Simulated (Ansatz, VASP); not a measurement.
# Two plane-wave programs on AlN

```
Al N
1.0
     3.11100    0.00000    0.00000
    -1.55550    2.69421    0.00000
     0.00000    0.00000    4.97800
Al N
2 2
Direct
  0.33333 0.66667 0.00000
  0.66667 0.33333 0.50000
  0.29090 0.64545 0.39232
  0.66667 0.33333 0.88500
```

Alike in both runs: task single point; functional PBE; k mesh 12 × 12 × 6; occupations gaussian, width 0.05 eV; no spin polarisation.

|  | VASP | Ansatz |
| --- | --- | --- |
| version | VASP 6.6.1 | Ansatz 0.2.0 |
| potentials or method | VASP PAW PBE potentials, release 64 (Al, N), cutoff 520 eV | scalar-relativistic, plane waves, PAW |
| valence electrons in the cell | 16 | 16 |

Ansatz gave:

* gap on the k mesh at the Fermi level (eV): 4.06
* least direct gap on the mesh (eV): 4.06
* pressure (GPa): 5.2
* traceless stress, the component that is largest in VASP (GPa): 5.18
* rms of the force components (eV/Å): 1.012

**Question.** Which values does VASP return?

**Answer.** gap on the k mesh at the Fermi level (eV): 4.07; least direct gap on the mesh (eV): 4.07; pressure (GPa): 5.0; traceless stress, the component that is largest in VASP (GPa): 5.23; rms of the force components (eV/Å): 1.018.

Atom by atom the forces differ by 0.006 eV/Å (rms over components).
